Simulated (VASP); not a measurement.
# Co in VASP: further runs

Co is run at these levels: PBEsol; tasks: relaxation of cell and atoms, single point.

All numbers are computed with VASP 6.6.1; they aren't measurements. Logs are shortened: lines on timing, memory, paths and dates and some standing lists are left out, and cuts for length are marked.

### 1 The cell of the first run

It takes space group Im-3m (No. 229, cubic). The conventional cell has a = 2.805 Å, b = 2.805 Å, c = 2.805 Å, α = 90.00°, β = 90.00°, γ = 90.00°. Within 3.2 Å of Co (site symmetry m-3m) lie 14 Co at 2.43 to 2.80 Å.

This isn't the form of Co at room conditions, which is hcp.

### 2 Relaxation of cell and atoms, PBEsol, collinear spin, ferromagnetic start

The input, INCAR:

```
PREC = Accurate ; ENCUT = 600
EDIFF = 1E-7 ; ISMEAR = 0
SIGMA = 0.1 ; LREAL = F
LASPH = T ; NELM = 200
ALGO = Normal ; ISIF = 3
LWAVE = F ; LCHARG = F
ISPIN = 2 ; MAGMOM = 2.05
LORBIT = 11 ; LMAXMIX = 4
GGA = PS ; IBRION = 2
NSW = 90 ; EDIFFG = -0.04
GGA_COMPAT = F ; NELMIN = 4
```

The input, KPOINTS:

```
regular mesh
0
Gamma
  8 8 8
```

The input, POSCAR:

```
Co
1.0
   -1.4023200000      1.4023200000      1.4023200000
    1.4023200000     -1.4023200000      1.4023200000
    1.4023200000      1.4023200000     -1.4023200000
Co
1
Direct
    0.0000000000      0.0000000000      0.0000000000
```

Potentials or basis: VASP PAW PBE potentials, release 64 (Co).

On the command line:

```
cat potpaw_PBE.64/Co/POTCAR > POTCAR
mpirun -np 1 vasp_std > vasp.out
```

OUTCAR:

```text
PREC = Accurate
   ENCUT = 600
   EDIFF = 1E-7
   ISMEAR = 0
   LREAL = F
   LASPH = T
   NELM = 200
   ISIF = 3
   ISPIN = 2
   LORBIT = 11
   GGA = PS
   IBRION = 2
   NSW = 90
   EDIFFG = -0.04
   NELMIN = 4

 ion  position               nearest neighbor table
   1  0.000  0.000  0.000-

  LATTYP: Found a body centered cubic cell.
 ALAT       =     2.8046400000

  Lattice vectors:

 A1 = (  -1.4023200000,   1.4023200000,   1.4023200000)
 A2 = (   1.4023200000,  -1.4023200000,   1.4023200000)
 A3 = (   1.4023200000,   1.4023200000,  -1.4023200000)

Analysis of symmetry for initial positions (statically):
=====================================================================
 Subroutine PRICEL returns:
 Original cell was already a primitive cell.

 Routine SETGRP: Setting up the symmetry group for a
 body centered cubic supercell.

 Subroutine GETGRP returns: Found 48 space group operations
 (whereof 48 operations were pure point group operations)
 out of a pool of 48 trial point group operations.

The static configuration has the point symmetry O_h .

Analysis of symmetry for dynamics (positions and initial velocities):
=====================================================================
 Subroutine PRICEL returns:
 Original cell was already a primitive cell.

 Routine SETGRP: Setting up the symmetry group for a
 body centered cubic supercell.

 Subroutine GETGRP returns: Found 48 space group operations
 (whereof 48 operations were pure point group operations)
 out of a pool of 48 trial point group operations.

The dynamic configuration has the point symmetry O_h .

Analysis of structural, dynamic, and magnetic symmetry:
=====================================================================
 Subroutine PRICEL returns:
 Original cell was already a primitive cell.

 Routine SETGRP: Setting up the symmetry group for a
 body centered cubic supercell.

 Subroutine GETGRP returns: Found 48 space group operations
 (whereof 48 operations were pure point group operations)
 out of a pool of 48 trial point group operations.

The overall configuration has the point symmetry O_h .

 Subroutine INISYM returns: Found 48 space group operations
 (whereof 48 operations are pure point group operations),
 and found     1 'primitive' translations

----------------------------------------------------------------------------------------

                                     Primitive cell

  volume of cell :      11.0307

  direct lattice vectors                    reciprocal lattice vectors
    -1.402320000  1.402320000  1.402320000     0.000000000  0.356552000  0.356552000
     1.402320000 -1.402320000  1.402320000     0.356552000  0.000000000  0.356552000
     1.402320000  1.402320000 -1.402320000     0.356552000  0.356552000  0.000000000

  length of vectors
     2.428889488  2.428889488  2.428889488     0.504240673  0.504240673  0.504240673

  position of ions in fractional coordinates (direct lattice)
     0.000000000  0.000000000  0.000000000

  ion indices of the primitive-cell ions
   primitive index   ion index
                 1           1

----------------------------------------------------------------------------------------

 KPOINTS: regular mesh

Automatic generation of k-mesh.
 Grid dimensions read from file:
 generate k-points for:    8    8    8

 Generating k-lattice:

  Cartesian coordinates                     Fractional coordinates (reciprocal lattice)
     0.000000000  0.044569000  0.044569000     0.125000000  0.000000000  0.000000000
     0.044569000  0.000000000  0.044569000     0.000000000  0.125000000  0.000000000
     0.044569000  0.044569000  0.000000000     0.000000000  0.000000000  0.125000000

  Length of vectors
     0.063030084  0.063030084  0.063030084

  Shift w.r.t. Gamma in fractional coordinates (k-lattice)
     0.000000000  0.000000000  0.000000000

 Subroutine IBZKPT returns following result:
 ===========================================

 Found     29 irreducible k-points:

 Following reciprocal coordinates:
            Coordinates               Weight
  0.000000  0.000000  0.000000      1.000000
  0.125000  0.000000  0.000000     12.000000
  0.250000  0.000000  0.000000     12.000000
  0.375000  0.000000  0.000000     12.000000
  0.500000  0.000000  0.000000      6.000000
  0.125000  0.125000  0.000000     24.000000
[... 16 lines left out ...]
 -0.250000  0.250000  0.250000      6.000000
 -0.375000  0.375000  0.250000     24.000000
 [... further k-points ...]
   k-points           NKPTS =     29   k-points in BZ     NKDIM =     29   number of bands    NBANDS=      9
   number of dos      NEDOS =    301   number of ions     NIONS =      1
   total plane-waves  NPLWV =   8000
   dimension x,y,z NGX =    20 NGY =   20 NGZ =   20
   dimension x,y,z NGXF=    40 NGYF=   40 NGZF=   40
   ions per type =               1
   NGX,Y,Z   is equivalent  to a cutoff of  13.69, 13.69, 13.69 a.u.
   NGXF,Y,Z  is equivalent  to a cutoff of  27.38, 27.38, 27.38 a.u.
 SYSTEM =  unknown system
   PREC   = accura    normal or accurate (medium, high low for compatibility)
   ISTART =      0    job   : 0-new  1-cont  2-samecut
   ICHARG =      2    charge: 1-file 2-atom 10-const
   ISPIN  =      2    spin polarized calculation?
   LNONCOLLINEAR =      F non collinear calculations
   LSORBIT =      F    spin-orbit coupling
   LASPH  =      T    aspherical Exc in radial PAW
   ENCUT  =  600.0 eV  44.10 Ry    6.64 a.u.   4.85  4.85  4.85*2*pi/ulx,y,z
   NELM   =    200;   NELMIN=  4; NELMDL= -5     # of ELM steps
   EDIFF  = 0.1E-06   stopping-criterion for ELM
   LREAL  =      F    real-space projection
   EDIFFG = -.4E-01   stopping-criterion for IOM
   NSW    =     90    number of steps for IOM
   IBRION =      2    ionic relax: 0-MD 1-quasi-New 2-CG
   NFREE  =      1    steps in history (QN), initial steepest desc. (CG)
   ISIF   =      3    stress and relaxation
   ISYM   =      2    0-nonsym 1-usesym 2-fastsym
   POTIM  = 0.5000    time-step for ionic-motion
   TEBEG  =    0.0;   TEEND  =   0.0 temperature during run
   PSTRESS=    0.0 pullay stress
   NELECT =       9.0000    total number of electrons
   NUPDOWN=      -1.0000    fix difference up-down
   EMIN   =  10.00;   EMAX   =-10.00  energy-range for DOS
   EFERMI =   0.00;   METHOD = LEGACY
   ISMEAR =     0;   SIGMA  =   0.10  broadening in eV -4-tet -1-fermi 0-gaus
   EFERMI_NEDOS =   21; number of points for ismear=-14 and -15
   IALGO  =     38    algorithm
   IMIX   =      4    mixing-type and parameters
     AMIX     =   0.40;   BMIX     =  1.00
     AMIX_MAG =   1.60;   BMIX_MAG =  1.00
  volume/ion in A,a.u.               =      11.03        74.44
  Fermi-wavevector in a.u.,A,eV,Ry     =   1.529755  2.890818 31.839678  2.340150
  Thomas-Fermi vector in A             =   2.637332
   LORBIT       =     11    0 simple, 1 ext, 2 COOP (PROOUT), +10 PAW based schemes
   GGA     = PS    functional components
   LHFCALC =     F    Hartree Fock is set to
   AEXX    =    0.0000 exact exchange contribution
   IVDW    =     0    specifies the selected vdW correction
   LEPSILON=     F    determine dielectric tensor
   LRPA    =     F    only Hartree local field effects (RPA)
 conjugate gradient relaxation of ions
 spin polarized calculation
 Gauss-broadening in eV      SIGMA  =   0.10
  energy-cutoff  :      600.00
  volume of cell :       11.03
 maximum number of plane-waves:       378
   NGX =  9   NGY =  9   NGZ =  9

--------------------------------------- Ionic step        1  -------------------------------------------

 number of electron       9.0000003 magnetization       1.8082100

 Free energy of the ion-electron system (eV)
  ---------------------------------------------------
  ext. energy  EPLUGINS =         0.00000000
  ---------------------------------------------------
  free energy    TOTEN  =        -7.62995597 eV

  energy without entropy =       -7.62357902  energy(sigma->0) =       -7.62676750

------------------------ aborting loop because EDIFF is reached ----------------------------------------

  FORCE on cell =-STRESS in cart. coord.  units (eV):
  Direction    XX          YY          ZZ          XY          YZ          ZX
  --------------------------------------------------------------------------------------
  -------------------------------------------------------------------------------------
  Total       -0.6083827     -0.6083827     -0.6083827      0.0000000     -0.0000000      0.0000000
  in kB      -88.3661711    -88.3661711    -88.3661711      0.0000000     -0.0000000      0.0000000
  external PRESSURE =     -88.3661711 kB  Pullay stress =       0.0000000 kB
[... 55 lines left out ...]
  energy  without entropy=       -7.6165599036  energy(sigma->0) =       -7.61939215

--------------------------------------- Ionic step        3  -------------------------------------------

 number of electron       9.0000005 magnetization       1.8083211

 Free energy of the ion-electron system (eV)
  ---------------------------------------------------
  ext. energy  EPLUGINS =         0.00000000
  ---------------------------------------------------
  free energy    TOTEN  =        -7.64248701 eV

  energy without entropy =       -7.63657311  energy(sigma->0) =       -7.63953006

 E-fermi :  10.7346     XC(G=0): -13.7222

 val. band max:       10.7035332603   @ k =   0.2500   0.1250  -0.0000
 cond. band min:      10.7612648639   @ k =   0.2500   0.0000   0.0000
 fundamental gap:      0.0577316036
 Fermi energy:        10.7346120640

 spin component 1

 k-point     1 :       0.0000    0.0000    0.0000
  band No.  band energies     occupation
      1       1.2492      1.00000
      2       7.6050      1.00000
      3       7.6050      1.00000
      4       7.6050      1.00000
      5       8.8096      1.00000
      6       8.8096      1.00000
      7      36.2980      0.00000
      8      36.2980      0.00000
      9      36.2980      0.00000
[... 265 lines left out ...]
 k-point    24 :      -0.3750    0.3750    0.2500
  band No.  band energies     occupation
      1       5.8202      1.00000
      2       6.3448      1.00000
      3       8.0533      1.00000
      4       8.4696      1.00000
      5       9.5782      1.00000
      6      12.2941      0.00000
      7      22.1664      0.00000
      8      25.2735      0.00000
      9      28.1796      0.00000

 [... further k-points ...]

 spin component 2

 k-point     1 :       0.0000    0.0000    0.0000
  band No.  band energies     occupation
      1       1.4150      1.00000
      2       9.2305      1.00000
      3       9.2305      1.00000
      4       9.2305      1.00000
      5      11.0603      0.00000
      6      11.0603      0.00000
      7      36.2230      0.00000
      8      36.2230      0.00000
      9      36.2230      0.00000
[... 304 lines left out ...]
  FREE ENERGIE OF THE ION-ELECTRON SYSTEM (eV)
  ---------------------------------------------------
  free  energy   TOTEN  =        -7.6424870053 eV

  energy  without entropy=       -7.6365731069  energy(sigma->0) =       -7.63953006

 reached required accuracy - stopping structural energy minimisation

 total charge

# of ion       s       p       d       tot
------------------------------------------
    1        0.503   0.562   7.245   8.310

 magnetization (x)

# of ion       s       p       d       tot
------------------------------------------
    1       -0.000  -0.031   1.842   1.811
```

Run time: 12 s. Hardware: 1 thread of Intel Xeon 6975P-C (Granite Rapids), shared host; peak memory 0.14 GiB.

Results:

```yaml
Free_energy: -7.6425 eV
Relaxed_volume: 10.60 Å³/atom
Relaxed_cell: a = 2.397 Å, b = 2.397 Å, c = 2.397 Å, α = 109.47°, β = 109.47°, γ = 109.47°
Space_group_after_relaxing_to_0.1_Å: Im-3m (No. 229)
Energy_gained_by_relaxing: 12.5 meV/atom
Ionic_steps: 3
Pressure_after_relaxing: -0.1 GPa
Net_moment: 1.81 μB per cell
Site_moments: Co +1.81 μB
Valence_electrons_inside_the_program's_atomic_spheres: Co 8.31
```

The path:
| step | energy change (eV) | largest force (eV/Å) | pressure (GPa) | volume (Å³) |
| --- | --- | --- | --- | --- |
| 1 | 0.0000 | 0.0000 | -8.84 | 11.03 |
| 2 | 0.0077 | 0.0000 | 13.41 | 10.09 |
| 3 | -0.0125 | 0.0000 | -0.07 | 10.60 |

Final structure:
```yaml
crystal:
  lattice:
    - [-1.38381, 1.38381, 1.38381]
    - [1.38381, -1.38381, 1.38381]
    - [1.38381, 1.38381, -1.38381]
  atoms:
    - { symbol: Co, position: [0.00000, 0.00000, 0.00000] }
```

Levels at points of the mesh, in eV from the Fermi level:
Spin up:
```tsv
k point	band 1	band 2	band 3	band 4	band 5	band 6	band 7	band 8	band 9
(0.00, 0.00, 0.00)	-9.49	-3.13	-3.13	-3.13	-1.93	-1.93	25.56	25.56	25.56
(0.50, 0.00, 0.00)	-5.70	-4.18	-1.87	-1.75	-0.54	-0.17	6.64	18.57	20.24
(0.50, 0.50, 0.50)	-5.57	-5.57	-0.80	-0.80	-0.80	9.62	9.62	9.62	15.48
```
Spin down:
```tsv
k point	band 1	band 2	band 3	band 4	band 5	band 6
(0.00, 0.00, 0.00)	-9.32	-1.50	-1.50	-1.50	0.33	0.33
(0.50, 0.00, 0.00)	-4.58	-2.71	-0.04	0.22	0.55	1.34
(0.50, 0.50, 0.50)	-4.02	-4.02	1.05	1.05	1.05	9.85
```

Caveat: the k points lie up to 0.40 Å⁻¹ apart in the final cell; the PAW data sets were made with another functional, which shifts forces and pressure a little.

### 3 Single point, PBEsol, collinear spin, ferromagnetic start

This run uses another cell than the first one, of 10.60 Å³/atom.

The input, INCAR:

```
SYSTEM = Co
PREC = Accurate
ENCUT = 520
EDIFF = 1E-6
ISMEAR = 0
SIGMA = 0.1
LREAL = .False.
LASPH = .True.
NELM = 150
ALGO = Normal
ISIF = 2
LWAVE = .False.
LCHARG = .True.
ISPIN = 2
MAGMOM = 2.04
LORBIT = 11
LMAXMIX = 4
GGA = PS
LELF = .True.
LVHAR = .True.
NBANDS = 14
```

The input, KPOINTS:

```
Automatic mesh
0
Gamma
  28 28 28
  0 0 0
```

The input, POSCAR:

```
Co
1.0
   -1.3837176691      1.3837176691      1.3837176691
    1.3837176691     -1.3837176691      1.3837176691
    1.3837176691      1.3837176691     -1.3837176691
Co
1
Direct
    0.0000000000      0.0000000000      0.0000000000
```

Potentials or basis: VASP PAW PBE potentials, release 64 (Co).

On the command line:

```
cat potpaw_PBE.64/Co/POTCAR > POTCAR
mpirun -np 1 vasp_std > vasp.out
```

Wall time 78 s (1 thread of Intel Xeon 6975P-C (Granite Rapids), shared host); peak memory 0.25 GiB.

The run converged. Its results:

- Free energy: -7.6267 eV
- Pressure: -1.0 GPa
- Net moment: 1.72 μB per cell
- Site moments: Co +1.72 μB
- Valence electrons inside the program's atomic spheres: Co 8.31

Levels at points of the mesh, in eV from the Fermi level:
Spin up:
```csv
k point,band 2,band 3,band 4,band 5,band 6,band 7,band 8,band 9
"(0.00, 0.00, 0.00)",-3.09,-3.09,-3.09,-1.87,-1.87,25.56,25.56,25.56
"(0.50, 0.00, 0.00)",-4.14,-1.82,-1.69,-0.49,-0.16,6.67,18.57,20.25
"(0.50, 0.50, 0.50)",-5.54,-0.75,-0.75,-0.75,9.62,9.62,9.62,15.51
```
Spin down:
```
           k point  band 1  band 2  band 3  band 4  band 5  band 6  band 7  band 8
(0.00, 0.00, 0.00)   -9.36   -1.53   -1.53   -1.53    0.29    0.29   25.44   25.44
(0.50, 0.00, 0.00)   -4.62   -2.74   -0.08    0.18    0.51    1.31    7.73   18.64
(0.50, 0.50, 0.50)   -4.07   -4.07    1.03    1.03    1.03    9.81    9.81    9.81
```

Caveat: the PAW data sets were made with another functional, which shifts forces and pressure a little.

[end of part 1 of 2]
